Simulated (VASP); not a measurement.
**Si2N: relaxation of cell and atoms with PBE**

The system is Si2N.

```xyz
3
Lattice="2.9089 0.0000 0.0000 -1.4544 2.5192 0.0000 0.0000 0.0000 5.3038" Properties=species:S:1:pos:R:3 pbc="T T T"
Si    1.4544    0.8397    4.0005
Si    0.0000    1.6794    1.3032
N     0.0000    0.0000    0.0000
```

The cell was generated, and may not be a known phase.

* Program: VASP 6.6.1
* Task: relaxation of cell and atoms
* Functional: PBE
* Potentials or basis: VASP PAW PBE potentials, release 64 (Si, N)
* Cutoff: 600 eV
* k mesh: 6 × 6 × 4
* Occupations: gaussian, width 0.1 eV
* Spin: no spin polarisation
* Dipole correction: no
* Further INCAR settings: ALGO = Normal; EDIFF = 1e-06; IBRION = 2; EDIFFG = -0.04; NSW = 90; ISIF = 3

```json
{"Relaxed volume": "11.50 Å³/atom", "Relaxed cell": "a = 2.727 Å, b = 2.727 Å, c = 5.357 Å, α = 90.00°, β = 90.00°, γ = 120.00°", "Space group after relaxing (to 0.1 Å)": "P-3m1 (No. 164)", "Energy gained by relaxing": "90.7 meV/atom", "Ionic steps": "7", "Pressure after relaxing": "0.2 GPa", "Largest force after relaxing": "0.036 eV/Å", "Band gap on the k mesh": "zero (an odd number of electrons rules out a gap without spin polarisation)"}
```

Forces on the atoms (eV/Å):
```
Si   0.000  0.000  0.036
Si   0.000  0.000 -0.036
N    0.000  0.000  0.000
```

Stress tensor (GPa, compression positive):
```
0.10 0.00 0.00
0.00 0.10 0.00
0.00 0.00 0.50
```

Step by step:
```tsv
step	energy change (eV)	largest force (eV/Å)	pressure (GPa)	volume (Å³)
1	0.0000	0.6388	-8.53	38.87
2	-0.2610	0.5037	-2.61	35.05
3	-0.2611	0.4806	-2.77	35.12
4	-0.2578	0.4879	3.61	33.77
5	-0.2715	0.0521	0.16	34.48
6	-0.2715	0.0433	0.23	34.47
7	-0.2720	0.0361	0.24	34.50
```

Final structure:
```xyz
3
Lattice="2.7271 0.0000 0.0000 -1.3636 2.3617 0.0000 0.0000 0.0000 5.3572" Properties=species:S:1:pos:R:3 pbc="T T T"
Si    1.3636    0.7872    4.0222
Si    0.0000    1.5745    1.3351
N     0.0000    0.0000    0.0000
```

Levels at points of the mesh, in eV from the Fermi level:
```tsv
k point	band 2	band 3	band 4	band 5	band 6	band 7	band 8	band 9	band 10
(0.00, 0.00, 0.00)	-11.81	-9.65	-1.90	-1.90	-0.31	2.64	7.55	8.50	8.50
(0.50, 0.00, 0.00)	-10.58	-7.53	-3.74	-3.72	-3.51	-3.36	3.15	3.48	6.35
(0.00, 0.00, 0.50)	-12.98	-5.70	-5.31	-1.90	-1.90	5.16	6.85	8.86	8.86
(0.50, 0.00, 0.50)	-10.42	-8.02	-5.78	-3.73	-0.75	-0.57	0.80	2.69	5.17
```

It took 23 s on 1 thread of Intel(R) Xeon(R) Platinum 8559C (Emerald Rapids), with other jobs on the host, peak memory 0.16 GiB.

Caveat: the k points lie up to 0.44 Å⁻¹ apart in the final cell, too coarse for converged energies and pressures of a metal; an odd number of electrons without spin polarisation forces a metal; a magnetic or distorted state may lie lower.
